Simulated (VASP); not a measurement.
**MnHg: single point with PBEsol**

MnHg:

```
Mn Hg
1.0
     3.15246    0.00000    3.15246
     0.00000    3.15246    3.15246
     0.00000    0.00000    6.30492
Mn Hg
2 2
Direct
  0.50000 0.50000 0.75000
  0.50000 0.50000 0.25000
  0.00000 0.00000 0.00000
  0.00000 0.00000 0.50000
```

```
Program                : VASP 6.6.1
Task                   : single point
Functional             : PBEsol
Potentials or basis    : VASP PAW PBE potentials, release 64 (Mn_sv, Hg_sv_GW)
Cutoff                 : 680 eV
k mesh                 : 12 × 12 × 6
Occupations            : gaussian, width 0.1 eV
Spin                   : collinear spin, antiferromagnetic start
Starting moments       : [4.0, -4.0, 0.0, 0.0] μB
Dipole correction      : no
Further INCAR settings : ALGO = Normal; EDIFF = 1e-06; NBANDS = 47
```

| Property | Result |
| --- | --- |
| Pressure | 7.6 GPa |
| Band gap on the k mesh | zero (filled and empty bands overlap) |
| Net moment | 0.00 μB per cell |
| Site moments | Mn +3.29, -3.29; Hg +0.00 μB |
| Valence electrons inside the program's atomic spheres | Mn 12.89; Hg 18.06 |

Levels at points of the mesh, in eV from the Fermi level:
Spin up:
```tsv
k point	band 31	band 32	band 33	band 34	band 35	band 36	band 37	band 38	band 39	band 40
(0.00, 0.00, 0.00)	-2.37	-2.37	0.13	0.13	0.13	1.07	1.07	1.16	5.36	5.36
(0.50, 0.00, 0.00)	-2.33	-2.33	-1.98	-1.90	-1.90	-0.77	0.80	0.80	0.87	1.31
(0.00, 0.00, 0.50)	-2.28	-2.28	-2.04	-0.49	-0.49	0.53	0.75	0.75	3.52	4.04
```
Spin down:
| k point | band 31 | band 32 | band 33 | band 34 | band 35 | band 36 | band 37 | band 38 | band 39 | band 40 |
| --- | --- | --- | --- | --- | --- | --- | --- | --- | --- | --- |
| (0.00, 0.00, 0.00) | -2.37 | -2.37 | 0.13 | 0.13 | 0.13 | 1.07 | 1.07 | 1.16 | 5.36 | 5.36 |
| (0.50, 0.00, 0.00) | -2.33 | -2.33 | -1.98 | -1.90 | -1.90 | -0.77 | 0.80 | 0.80 | 0.87 | 1.31 |
| (0.00, 0.00, 0.50) | -2.28 | -2.28 | -2.04 | -0.49 | -0.49 | 0.53 | 0.75 | 0.75 | 3.52 | 4.04 |

It took 13 min on 1 thread of Intel(R) Xeon(R) Platinum 8275CL CPU @ 3.00GHz (Skylake/Cascade Lake), on a shared host, peak memory 0.55 GiB.

Caveat: the cell stands under pressure; the antiferromagnetic order is the one typed at the start, and another may lie lower; the PAW data sets were made with another functional, which shifts forces and pressure a little; spin-orbit coupling is left out, which moves the levels of the heavy elements.
